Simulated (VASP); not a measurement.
# Ti (P6_3/mmc) in VASP: single point with PBE

Aim: the single point of Ti with PBE.

All numbers are computed with VASP 6.6.1; they aren't measurements. Logs are shortened: lines on timing, memory, paths and dates and some standing lists are left out, and cuts for length are marked.

### 1 The cell of the first run

It takes space group P6_3/mmc (No. 194, hexagonal). The conventional cell has a = 2.939 Å, b = 2.939 Å, c = 4.650 Å, α = 90.00°, β = 90.00°, γ = 120.00°. Ti (site symmetry -6m2) has 12 Ti at 2.88 to 2.94 Å within 3.8 Å.

### 2 Single point, PBE

INCAR

```
PREC     = Accurate       # precision mode
ENCUT    = 520            # plane-wave cutoff, eV
EDIFF    = 1E-6           # SCF threshold, eV
ISMEAR   = 0              # smearing method
SIGMA    = 0.1            # smearing width, eV
LREAL    = False          # projectors in reciprocal space
LASPH    = True           # aspherical terms in the spheres
NELM     = 80             # most SCF steps
ALGO     = Fast           # electronic algorithm
ISIF     = 2              # what is computed and relaxed
LWAVE    = False          # write WAVECAR
LCHARG   = False          # write CHGCAR
GGA      = PE             # functional
NBANDS   = 19             # bands
```

KPOINTS

```
regular mesh
0
Gamma
  33 33 18
```

POSCAR

```
Ti
1.0
    2.9387936150      0.0000000000      0.0000000000
   -1.4693968075      2.5450699270      0.0000000000
    0.0000000000      0.0000000000      4.6503482234
Ti
2
Direct
    0.3333333333      0.6666666667      0.2500000000
    0.6666666667      0.3333333333      0.7500000000
```

Potentials or basis: VASP PAW PBE potentials, release 64 (Ti_sv).

Command:

```console
$ cat potpaw_PBE.64/Ti_sv/POTCAR > POTCAR
$ mpirun -np 1 vasp_std > vasp.out
```

OUTCAR:

```text
PREC = Accurate
   ENCUT = 520
   EDIFF = 1E-6
   ISMEAR = 0
   LREAL = False
   LASPH = True
   NELM = 80
   ISIF = 2
   GGA = PE

 ion  position               nearest neighbor table
   1  0.333  0.667  0.250-   2 2.88   2 2.88   2 2.88   2 2.88   2 2.88   2 2.88
   2  0.667  0.333  0.750-   1 2.88   1 2.88   1 2.88   1 2.88   1 2.88   1 2.88

  LATTYP: Found a hexagonal cell.
 ALAT       =     2.9387936150
 C/A-ratio  =     1.5824004107

  Lattice vectors:

 A1 = (   2.9387936150,   0.0000000000,   0.0000000000)
 A2 = (  -1.4693968075,   2.5450699270,   0.0000000000)
 A3 = (   0.0000000000,   0.0000000000,   4.6503482234)

Analysis of symmetry for initial positions (statically):
=====================================================================
 Subroutine PRICEL returns:
 Original cell was already a primitive cell.

 Routine SETGRP: Setting up the symmetry group for a
 hexagonal supercell.

 Subroutine GETGRP returns: Found 24 space group operations
 (whereof 12 operations were pure point group operations)
 out of a pool of 24 trial point group operations.

The static configuration has the point symmetry D_3d.
 The point group associated with its full space group is D_6h.

Analysis of symmetry for dynamics (positions and initial velocities):
=====================================================================
 Subroutine PRICEL returns:
 Original cell was already a primitive cell.

 Routine SETGRP: Setting up the symmetry group for a
 hexagonal supercell.

 Subroutine GETGRP returns: Found 24 space group operations
 (whereof 12 operations were pure point group operations)
 out of a pool of 24 trial point group operations.

The dynamic configuration has the point symmetry D_3d.
 The point group associated with its full space group is D_6h.

 Subroutine INISYM returns: Found 24 space group operations
 (whereof 12 operations are pure point group operations),
 and found     1 'primitive' translations

----------------------------------------------------------------------------------------

                                     Primitive cell

  volume of cell :      34.7820

  direct lattice vectors                    reciprocal lattice vectors
     2.938793615  0.000000000  0.000000000     0.340275681  0.196458256  0.000000000
    -1.469396807  2.545069927  0.000000000     0.000000000  0.392916513  0.000000000
[... 83 lines left out ...]
   ENCUT  =  520.0 eV  38.22 Ry    6.18 a.u.   5.46  5.46  8.65*2*pi/ulx,y,z
   NELM   =     80;   NELMIN=  2; NELMDL= -5     # of ELM steps
   EDIFF  = 0.1E-05   stopping-criterion for ELM
   LREAL  =      F    real-space projection
   EDIFFG = 0.1E-04   stopping-criterion for IOM
   NSW    =      0    number of steps for IOM
   IBRION =     -1    ionic relax: 0-MD 1-quasi-New 2-CG
   NFREE  =      0    steps in history (QN), initial steepest desc. (CG)
   ISIF   =      2    stress and relaxation
   ISYM   =      2    0-nonsym 1-usesym 2-fastsym
   POTIM  = 0.5000    time-step for ionic-motion
   TEBEG  =    0.0;   TEEND  =   0.0 temperature during run
   PSTRESS=    0.0 pullay stress
   NELECT =      24.0000    total number of electrons
   NUPDOWN=      -1.0000    fix difference up-down
   EMIN   =  10.00;   EMAX   =-10.00  energy-range for DOS
   EFERMI =   0.00;   METHOD = LEGACY
   ISMEAR =     0;   SIGMA  =   0.10  broadening in eV -4-tet -1-fermi 0-gaus
   EFERMI_NEDOS =   21; number of points for ismear=-14 and -15
   IALGO  =     68    algorithm
   IMIX   =      4    mixing-type and parameters
     AMIX     =   0.40;   BMIX     =  1.00
     AMIX_MAG =   1.60;   BMIX_MAG =  1.00
  volume/ion in A,a.u.               =      17.39       117.36
  Fermi-wavevector in a.u.,A,eV,Ry     =   1.446640  2.733753 28.473830  2.092767
  Thomas-Fermi vector in A             =   2.564686
   LORBIT       =      0    0 simple, 1 ext, 2 COOP (PROOUT), +10 PAW based schemes
   GGA     = PE    functional components
   LHFCALC =     F    Hartree Fock is set to
   AEXX    =    0.0000 exact exchange contribution
   IVDW    =     0    specifies the selected vdW correction
   LEPSILON=     F    determine dielectric tensor
   LRPA    =     F    only Hartree local field effects (RPA)
 non-spin polarized calculation
 RMM-DIIS sequential band-by-band and
 Gauss-broadening in eV      SIGMA  =   0.10
  energy-cutoff  :      520.00
  volume of cell :       34.78
 maximum number of plane-waves:       965
 NGX is ok and might be reduce to    24
   NGX = 11   NGY = 11   NGZ = 17

 number of electron      24.0000002 magnetization

 Free energy of the ion-electron system (eV)
  ---------------------------------------------------
  ext. energy  EPLUGINS =         0.00000000
  ---------------------------------------------------
  free energy    TOTEN  =       -15.67709498 eV

  energy without entropy =      -15.66727825  energy(sigma->0) =      -15.67218661

 E-fermi :   8.3318     XC(G=0): -11.4917

 val. band max:        8.3310192600   @ k =   0.1515   0.0303   0.3889
 cond. band min:       8.3320132785   @ k =   0.1212   0.0606   0.0000
 fundamental gap:      0.0009940184
 Fermi energy:         8.3317753532

 k-point     1 :       0.0000    0.0000    0.0000
  band No.  band energies     occupation
      1     -48.5428      2.00000
      2     -48.4064      2.00000
      3     -25.1307      2.00000
      4     -24.4888      2.00000
      5     -24.4888      2.00000
      6     -24.4247      2.00000
[... 505 lines left out ...]
      6     -24.5483      2.00000
[... 11 lines left out ...]
     18      10.4528      0.00000
     19      11.7231      0.00000

 [... further k-points ...]

------------------------ aborting loop because EDIFF is reached ----------------------------------------

  FORCE on cell =-STRESS in cart. coord.  units (eV):
  Direction    XX          YY          ZZ          XY          YZ          ZX
  --------------------------------------------------------------------------------------
  -------------------------------------------------------------------------------------
  Total       -0.1435200     -0.1435200     -0.1454059      0.0000000      0.0000000      0.0000000
  in kB       -6.6110249     -6.6110249     -6.6978937      0.0000000      0.0000000      0.0000000
  external PRESSURE =      -6.6399811 kB  Pullay stress =       0.0000000 kB

 VOLUME and BASIS-vectors are now :
 -----------------------------------------------------------------------------
  energy-cutoff  :      520.00
  volume of cell :       34.78
      direct lattice vectors                 reciprocal lattice vectors
     2.938793615  0.000000000  0.000000000     0.340275681  0.196458256  0.000000000
    -1.469396807  2.545069927  0.000000000     0.000000000  0.392916513  0.000000000
     0.000000000  0.000000000  4.650348223     0.000000000  0.000000000  0.215037660

 POSITION                                       TOTAL-FORCE (eV/Angst)
 -----------------------------------------------------------------------------------
     -0.00000      1.69671      1.16259         0.000000      0.000000      0.000000
      1.46940      0.84836      3.48776        -0.000000      0.000000      0.000000
 -----------------------------------------------------------------------------------
    total drift:                               -0.000000      0.000000     -0.000000

  FREE ENERGIE OF THE ION-ELECTRON SYSTEM (eV)
  ---------------------------------------------------
  free  energy   TOTEN  =       -15.6770949779 eV

  energy  without entropy=      -15.6672782458  energy(sigma->0) =      -15.67218661
```

Run time: 16 min. Hardware: 1 thread of Intel Xeon Platinum 8488C (Sapphire Rapids), shared host; peak memory 0.64 GiB.

Results:

```
Free energy            : -15.6771 eV
Pressure               : -0.7 GPa
Band gap on the k mesh : zero (bands 12 and 13 overlap by 1.11 eV)
```
